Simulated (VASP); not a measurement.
# CoO (R-3m) in VASP: a series of runs

The runs below take CoO through single point, with PBE.

Program: VASP 6.6.1. These are calculated values, not measurements. Logs are shortened: lines on timing, memory, paths and dates and some standing lists are left out, and cuts for length are marked.

**1. The cell of the first run**

It takes space group R-3m (No. 166, trigonal). The conventional cell has a = 3.011 Å, b = 3.011 Å, c = 7.320 Å, α = 90.00°, β = 90.00°, γ = 120.00°. Within 2.8 Å of Co (site symmetry -3m) lie 6 O at 2.12 Å. Within 2.8 Å of O (site symmetry -3m) lie 6 Co at 2.12 Å.

**2. Single point, PBE**

Input file INCAR:

```
  ALGO = Normal
  EDIFF = 1E-6
  ENCUT = 520
  GGA = PE
  ISIF = 2
  ISMEAR = 0
  LASPH = T
  LCHARG = F
  LREAL = F
  LWAVE = F
  NBANDS = 14
  NELM = 60
  PREC = Accurate
  SIGMA = 0.1
```

Input file KPOINTS:

```
k-points
0
Gamma
  18 18 18
```

Input file POSCAR:

```
CoO
1.0
    1.5054695445      0.8691832468      2.4399269062
   -1.5054695445      0.8691832468      2.4399269062
    0.0000000000     -1.7383664936      2.4399269062
Co O
1 1
Direct
    0.0000000000      0.0000000000      0.0000000000
    0.5000000000      0.5000000000      0.5000000000
```

Potentials or basis: VASP PAW PBE potentials, release 64 (Co, O).

Started as:

```console
cat potpaw_PBE.64/Co/POTCAR potpaw_PBE.64/O/POTCAR > POTCAR
mpirun -np 1 vasp_std > vasp.out
```

OUTCAR:

```text
EDIFF = 1E-6
   ENCUT = 520
   GGA = PE
   ISIF = 2
   ISMEAR = 0
   LASPH = T
   LREAL = F
   NELM = 60
   PREC = Accurate

 ion  position               nearest neighbor table
   1  0.000  0.000  0.000-   2 2.12   2 2.12   2 2.12   2 2.12   2 2.12   2 2.12
   2  0.500  0.500  0.500-   1 2.12   1 2.12   1 2.12   1 2.12   1 2.12   1 2.12

  LATTYP: Found a trigonal (rhomboedric) cell.
 ALAT       =     2.9958573687
 COS(alpha) =     0.4949531368

  Lattice vectors:

 A1 = (   1.5054695445,   0.8691832468,   2.4399269062)
 A2 = (  -1.5054695445,   0.8691832468,   2.4399269062)
 A3 = (   0.0000000000,  -1.7383664936,   2.4399269062)

Analysis of symmetry for initial positions (statically):
=====================================================================
 Subroutine PRICEL returns:
 Original cell was already a primitive cell.

 Routine SETGRP: Setting up the symmetry group for a
 trigonal (rhombohedral) supercell.

 Subroutine GETGRP returns: Found 12 space group operations
 (whereof 12 operations were pure point group operations)
 out of a pool of 12 trial point group operations.

The static configuration has the point symmetry D_3d.

Analysis of symmetry for dynamics (positions and initial velocities):
=====================================================================
 Subroutine PRICEL returns:
 Original cell was already a primitive cell.

 Routine SETGRP: Setting up the symmetry group for a
 trigonal (rhombohedral) supercell.

 Subroutine GETGRP returns: Found 12 space group operations
 (whereof 12 operations were pure point group operations)
 out of a pool of 12 trial point group operations.

The dynamic configuration has the point symmetry D_3d.

 Subroutine INISYM returns: Found 12 space group operations
 (whereof 12 operations are pure point group operations),
 and found     1 'primitive' translations

----------------------------------------------------------------------------------------

                                     Primitive cell

  volume of cell :      19.1563

  direct lattice vectors                    reciprocal lattice vectors
     1.505469544  0.869183247  2.439926906     0.332122295  0.191750896  0.136616114
    -1.505469544  0.869183247  2.439926906    -0.332122295  0.191750896  0.136616114
     0.000000000 -1.738366494  2.439926906     0.000000000 -0.383501793  0.136616114

  length of vectors
     2.995857369  2.995857369  2.995857369     0.407108816  0.407108816  0.407108816

  position of ions in fractional coordinates (direct lattice)
     0.000000000  0.000000000  0.000000000
     0.500000000  0.500000000  0.500000000

  ion indices of the primitive-cell ions
   primitive index   ion index
                 1           1
                 2           2

----------------------------------------------------------------------------------------

 KPOINTS: k-points

Automatic generation of k-mesh.
 Grid dimensions read from file:
 generate k-points for:   18   18   18

 Generating k-lattice:

  Cartesian coordinates                     Fractional coordinates (reciprocal lattice)
     0.018451239  0.010652828  0.007589784     0.055555556  0.000000000  0.000000000
    -0.018451239  0.010652828  0.007589784     0.000000000  0.055555556  0.000000000
     0.000000000 -0.021305655  0.007589784     0.000000000  0.000000000  0.055555556

  Length of vectors
     0.022617156  0.022617156  0.022617156

  Shift w.r.t. Gamma in fractional coordinates (k-lattice)
     0.000000000  0.000000000  0.000000000

 Subroutine IBZKPT returns following result:
 ===========================================

 Found    580 irreducible k-points:

 Following reciprocal coordinates:
            Coordinates               Weight
  0.000000  0.000000  0.000000      1.000000
  0.055556  0.000000 -0.000000      6.000000
  0.111111  0.000000 -0.000000      6.000000
  0.166667  0.000000 -0.000000      6.000000
  0.222222  0.000000  0.000000      6.000000
  0.277778  0.000000  0.000000      6.000000
[... 16 lines left out ...]
 -0.277778  0.055556 -0.000000     12.000000
 -0.222222  0.055556 -0.000000     12.000000
 [... further k-points ...]
   k-points           NKPTS =    580   k-points in BZ     NKDIM =    580   number of bands    NBANDS=     14
   number of dos      NEDOS =    301   number of ions     NIONS =      2
   total plane-waves  NPLWV =  13824
   dimension x,y,z NGX =    24 NGY =   24 NGZ =   24
   dimension x,y,z NGXF=    48 NGYF=   48 NGZF=   48
   ions per type =               1   1
   NGX,Y,Z   is equivalent  to a cutoff of  13.32, 13.32, 13.32 a.u.
   NGXF,Y,Z  is equivalent  to a cutoff of  26.64, 26.64, 26.64 a.u.
 SYSTEM =  unknown system
   PREC   = accura    normal or accurate (medium, high low for compatibility)
   ISTART =      0    job   : 0-new  1-cont  2-samecut
   ICHARG =      2    charge: 1-file 2-atom 10-const
   ISPIN  =      1    spin polarized calculation?
   LNONCOLLINEAR =      F non collinear calculations
   LSORBIT =      F    spin-orbit coupling
   LASPH  =      T    aspherical Exc in radial PAW
   ENCUT  =  520.0 eV  38.22 Ry    6.18 a.u.   5.57  5.57  5.57*2*pi/ulx,y,z
   NELM   =     60;   NELMIN=  2; NELMDL= -5     # of ELM steps
   EDIFF  = 0.1E-05   stopping-criterion for ELM
   LREAL  =      F    real-space projection
   EDIFFG = 0.1E-04   stopping-criterion for IOM
   NSW    =      0    number of steps for IOM
   IBRION =     -1    ionic relax: 0-MD 1-quasi-New 2-CG
   NFREE  =      0    steps in history (QN), initial steepest desc. (CG)
   ISIF   =      2    stress and relaxation
   ISYM   =      2    0-nonsym 1-usesym 2-fastsym
   POTIM  = 0.5000    time-step for ionic-motion
   TEBEG  =    0.0;   TEEND  =   0.0 temperature during run
   PSTRESS=    0.0 pullay stress
   NELECT =      15.0000    total number of electrons
   NUPDOWN=      -1.0000    fix difference up-down
   EMIN   =  10.00;   EMAX   =-10.00  energy-range for DOS
   EFERMI =   0.00;   METHOD = LEGACY
   ISMEAR =     0;   SIGMA  =   0.10  broadening in eV -4-tet -1-fermi 0-gaus
   EFERMI_NEDOS =   21; number of points for ismear=-14 and -15
   IALGO  =     38    algorithm
   IMIX   =      4    mixing-type and parameters
     AMIX     =   0.40;   BMIX     =  1.00
     AMIX_MAG =   1.60;   BMIX_MAG =  1.00
  volume/ion in A,a.u.               =       9.58        64.64
  Fermi-wavevector in a.u.,A,eV,Ry     =   1.508927  2.851458 30.978555  2.276860
  Thomas-Fermi vector in A             =   2.619316
   LORBIT       =      0    0 simple, 1 ext, 2 COOP (PROOUT), +10 PAW based schemes
   GGA     = PE    functional components
   LHFCALC =     F    Hartree Fock is set to
   AEXX    =    0.0000 exact exchange contribution
   IVDW    =     0    specifies the selected vdW correction
   LEPSILON=     F    determine dielectric tensor
   LRPA    =     F    only Hartree local field effects (RPA)
 non-spin polarized calculation
 Gauss-broadening in eV      SIGMA  =   0.10
  energy-cutoff  :      520.00
  volume of cell :       19.16
 maximum number of plane-waves:       534
   NGX = 11   NGY = 11   NGZ = 11

 number of electron      15.0000006 magnetization

 Free energy of the ion-electron system (eV)
  ---------------------------------------------------
  ext. energy  EPLUGINS =         0.00000000
  ---------------------------------------------------
  free energy    TOTEN  =       -12.60375676 eV

  energy without entropy =      -12.58775470  energy(sigma->0) =      -12.59575573

 E-fermi :   7.8352     XC(G=0): -12.4691

 val. band max:        7.8343622351   @ k =  -0.3889  -0.4444   0.2222
 cond. band min:       7.8353273519   @ k =   0.2778   0.2778   0.1667
 fundamental gap:      0.0009651168
 Fermi energy:         7.8352294917

 k-point     1 :       0.0000    0.0000    0.0000
  band No.  band energies     occupation
      1     -12.5510      2.00000
      2       4.4789      2.00000
      3       4.4789      2.00000
      4       4.5256      2.00000
      5       6.4420      2.00000
      6       6.4420      2.00000
      7       6.4784      2.00000
      8       6.8308      2.00000
      9       6.8308      2.00000
     10       9.2139      0.00000
     11      24.9326      0.00000
     12      26.5094      0.00000
     13      26.5094      0.00000
     14      26.7119      0.00000

 k-point     2 :       0.0556    0.0000   -0.0000
  band No.  band energies     occupation
      1     -12.5199      2.00000
      2       4.2310      2.00000
      3       4.3586      2.00000
      4       4.4009      2.00000
      5       6.4779      2.00000
      6       6.4962      2.00000
      7       6.5191      2.00000
      8       6.9546      2.00000
      9       6.9562      2.00000
     10       9.4256      0.00000
     11      24.2477      0.00000
     12      26.4159      0.00000
     13      26.5882      0.00000
     14      26.9050      0.00000

 k-point     3 :       0.1111    0.0000   -0.0000
  band No.  band energies     occupation
      1     -12.4290      2.00000
      2       3.6254      2.00000
      3       4.0682      2.00000
      4       4.1095      2.00000
      5       6.5612      2.00000
      6       6.5871      2.00000
      7       6.6295      2.00000
      8       7.2768      2.00000
      9       7.2795      2.00000
     10       9.9726      0.00000
     11      23.0109      0.00000
     12      26.0628      0.00000
     13      26.2251      0.00000
     14      27.3252      0.00000

 k-point     4 :       0.1667    0.0000   -0.0000
  band No.  band energies     occupation
      1     -12.2856      2.00000
      2       2.8744      2.00000
      3       3.7154      2.00000
      4       3.7569      2.00000
      5       6.6757      2.00000
      6       6.7025      2.00000
      7       6.7619      2.00000
      8       7.6950      1.95259
      9       7.6966      1.95013
     10      10.6906      0.00000
     11      21.7025      0.00000
     12      25.3894      0.00000
     13      25.5310      0.00000
     14      27.6191      0.00000

 k-point     5 :       0.2222    0.0000    0.0000
  band No.  band energies     occupation
      1     -12.1029      2.00000
      2       2.1002      2.00000
      3       3.3652      2.00000
      4       3.4074      2.00000
      5       6.8136      2.00000
      6       6.8412      2.00000
      7       6.9124      2.00000
      8       8.1331      0.00003
      9       8.1346      0.00002
     10      11.4460      0.00000
     11      20.4611      0.00000
[... 276 lines left out ...]
 k-point    22 :      -0.3333    0.0556    0.0000
  band No.  band energies     occupation
      1     -11.6230      2.00000
      2       0.5888      2.00000
      3       2.7014      2.00000
      4       2.7604      2.00000
      5       7.1109      2.00000
      6       7.1648      2.00000
      7       7.3846      2.00000
      8       8.7435      0.00000
      9       9.1703      0.00000
     10      12.9911      0.00000
     11      18.2881      0.00000
     12      22.2808      0.00000
     13      22.8829      0.00000
     14      28.9788      0.00000

 k-point    23 :      -0.2778    0.0556   -0.0000
  band No.  band energies     occupation
      1     -11.8149      2.00000
      2       1.1472      2.00000
      3       2.9170      2.00000
      4       3.0151      2.00000
      5       6.9667      2.00000
      6       7.0190      2.00000
      7       7.2360      2.00000
      8       8.3808      0.00000
      9       8.8853      0.00000
     10      12.4876      0.00000
     11      19.0734      0.00000
     12      22.8572      0.00000
     13      23.6350      0.00000
     14      28.7163      0.00000

 k-point    24 :      -0.2222    0.0556   -0.0000
  band No.  band energies     occupation
      1     -12.0174      2.00000
      2       1.8085      2.00000
      3       3.1907      2.00000
      4       3.3313      2.00000
      5       6.8182      2.00000
      6       6.8745      2.00000
      7       7.0761      2.00000
      8       7.9755      0.04723
      9       8.5189      0.00000
     10      11.8300      0.00000
     11      20.0919      0.00000
     12      23.5272      0.00000
     13      24.5640      0.00000
     14      28.4820      0.00000

 [... further k-points ...]

------------------------ aborting loop because EDIFF is reached ----------------------------------------

  FORCE on cell =-STRESS in cart. coord.  units (eV):
  Direction    XX          YY          ZZ          XY          YZ          ZX
  --------------------------------------------------------------------------------------
  -------------------------------------------------------------------------------------
  Total       -2.2368071     -2.2368071     -2.1600019      0.0000000      0.0000000     -0.0000000
  in kB     -187.0801552   -187.0801552   -180.6563893      0.0000000      0.0000000     -0.0000000
  external PRESSURE =    -184.9388999 kB  Pullay stress =       0.0000000 kB

 VOLUME and BASIS-vectors are now :
 -----------------------------------------------------------------------------
  energy-cutoff  :      520.00
  volume of cell :       19.16
      direct lattice vectors                 reciprocal lattice vectors
     1.505469544  0.869183247  2.439926906     0.332122295  0.191750896  0.136616114
    -1.505469544  0.869183247  2.439926906    -0.332122295  0.191750896  0.136616114
     0.000000000 -1.738366494  2.439926906     0.000000000 -0.383501793  0.136616114

 POSITION                                       TOTAL-FORCE (eV/Angst)
 -----------------------------------------------------------------------------------
      0.00000      0.00000      0.00000        -0.000000      0.000000     -0.000000
      0.00000      0.00000      3.65989         0.000000     -0.000000      0.000000
 -----------------------------------------------------------------------------------
    total drift:                               -0.000000      0.000000     -0.000000

  FREE ENERGIE OF THE ION-ELECTRON SYSTEM (eV)
  ---------------------------------------------------
  free  energy   TOTEN  =       -12.6037567613 eV

  energy  without entropy=      -12.5877546992  energy(sigma->0) =      -12.59575573
```

Wall time 2.5 min (1 thread of Intel Xeon 8259CL, shared host); peak memory 0.25 GiB.

What came out:

- Free energy: -12.6038 eV
- Pressure: -18.5 GPa
- Band gap on the k mesh: zero (an odd number of electrons rules out a gap without spin polarisation)

Caveat: the cell stands under tension; an odd number of electrons without spin polarisation forces a metal; a magnetic or distorted state may lie lower; the run has no spin polarisation, though such a crystal can be magnetic; semilocal functionals often make such compounds metallic where correlation or magnetic order opens a gap, which also shifts bond lengths.

**3. Single point, PBE, collinear spin, zero start**

Input file INCAR:

```
PREC = Accurate
ENCUT = 520
EDIFF = 1E-7
ISMEAR = 0
SIGMA = 0.1
LREAL = F
LASPH = T
NELM = 150
ALGO = Normal
ISIF = 2
LWAVE = F
LCHARG = T
ISPIN = 2
MAGMOM = 0 0
LORBIT = 11
NUPDOWN = 0.0
LMAXMIX = 4
GGA = PE
LELF = T
LVHAR = T
NBANDS = 18
```

Input file KPOINTS:

```
regular mesh
0
Gamma
  18 18 18
```

POSCAR is that of step 2.

Potentials or basis: VASP PAW PBE potentials, release 64 (Co, O).

Started as:

```console
cat potpaw_PBE.64/Co/POTCAR potpaw_PBE.64/O/POTCAR > POTCAR
mpirun -np 1 vasp_std > vasp.out
```

It took 7.6 min on 1 thread of Intel Xeon 8259CL, shared host; peak memory 0.37 GiB.

It converged, with:

```yaml
Free_energy: -12.6038 eV
Pressure: -18.4 GPa
Net_moment: 0.00 μB per cell
Valence_electrons_inside_the_program's_atomic_spheres: Co 7.92; O 4.92
```

Stress tensor (GPa, compression positive):
```
-18.66   0.00   0.00
  0.00 -18.66   0.00
  0.00   0.00 -18.01
```

Caveat: the cell stands under tension; the total moment is fixed, so each spin has its own Fermi level.

**4. Single point, PBE, collinear spin, ferromagnetic start**

Input file INCAR:

```
  PREC = Accurate
  ENCUT = 520
  EDIFF = 1E-7
  ISMEAR = 0
  SIGMA = 0.1
  LREAL = F
  LASPH = T
  NELM = 150
  ALGO = Normal
  ISIF = 2
  LWAVE = F
  LCHARG = F
  ISPIN = 2
  MAGMOM = 2.62 0.29
  LORBIT = 11
  LMAXMIX = 4
  GGA = PE
  NBANDS = 18
```

Input file KPOINTS:

```
Automatic mesh
0
Gamma
  18 18 18
```

POSCAR is that of step 3.

Started as:

```console
cat potpaw_PBE.64/Co/POTCAR potpaw_PBE.64/O/POTCAR > POTCAR
mpirun -np 1 vasp_std > vasp.out
```

It took 9 min on 1 thread of Intel Xeon 8259CL, shared host; peak memory 0.37 GiB.

Results (log left out):

| Quantity | Value |
| --- | --- |
| Free energy | -13.0566 eV |
| Pressure | -0.6 GPa |
| Net moment | 2.89 μB per cell |
| Site moments | Co +2.54; O +0.29 μB |
| Valence electrons inside the program's atomic spheres | Co 7.81; O 4.98 |

Stress tensor (GPa, compression positive):
```
-0.41  0.00  0.00
 0.00 -0.41  0.00
 0.00  0.00 -0.92
```

Levels at points of the mesh, in eV from the Fermi level:
Spin up:
```
           k point  band 7  band 8  band 9  band 10  band 11  band 12
(0.00, 0.00, 0.00)   -3.09   -3.09   -3.03     1.05    16.89    18.14
(0.50, 0.00, 0.00)   -1.79    0.13    0.14     5.11     9.40    13.49
(0.50, 0.50, 0.00)   -2.39   -2.06   -2.04     5.93     9.88    11.73
(0.50, 0.50, 0.50)   -1.75    0.14    0.14     5.05     9.51    13.40
```
Spin down:
```
           k point  band 3  band 4  band 5  band 6  band 7  band 8  band 9  band 10
(0.00, 0.00, 0.00)   -2.61   -2.56   -1.12   -1.12   -1.10    0.05    0.05     1.59
(0.50, 0.00, 0.00)   -4.69   -4.64   -0.15   -0.13    0.18    2.71    2.73     5.39
(0.50, 0.50, 0.00)   -3.88   -3.83   -2.25    0.12    0.13    0.53    1.00     6.78
(0.50, 0.50, 0.50)   -4.71   -4.71   -0.11   -0.11    0.18    2.73    2.73     5.33
```

Caveat: a cell with one magnetic atom can't hold antiferromagnetic order, which such compounds often take; semilocal functionals often make such compounds metallic where correlation or magnetic order opens a gap, which also shifts bond lengths. With open d or f shells a metallic result of PBE can be an artefact of self-interaction; +U or a hybrid may open a gap.

**5. Overview**

| spin | fixed moment (μB) | gap on the mesh (eV) | pressure (GPa) | moment (μB) |
| --- | --- | --- | --- | --- |
| off | - | none | -18.5 | - |
| collinear, zero start | 0.0 | - | -18.4 | 0.00 |
| collinear, ferromagnetic start | - | none | -0.6 | 2.89 |

Alike in all rows: task single point; level PBE; potentials or basis VASP PAW PBE potentials, release 64 (Co, O); cell as given; k mesh 18 × 18 × 18; cutoff (eV) 520; smearing gaussian 0.1 eV.

Caveats: the cell stands under tension (at least some runs); semilocal functionals often make such compounds metallic where correlation or magnetic order opens a gap, which also shifts bond lengths (at least some runs); an odd number of electrons without spin polarisation forces a metal (at least some runs); a magnetic or distorted state may lie lower (at least some runs); the total moment is fixed, so each spin has its own Fermi level (at least some runs); a cell with one magnetic atom can't hold antiferromagnetic order, which such compounds often take (at least some runs).

Absolute energies hang on the potentials; compare differences alone.
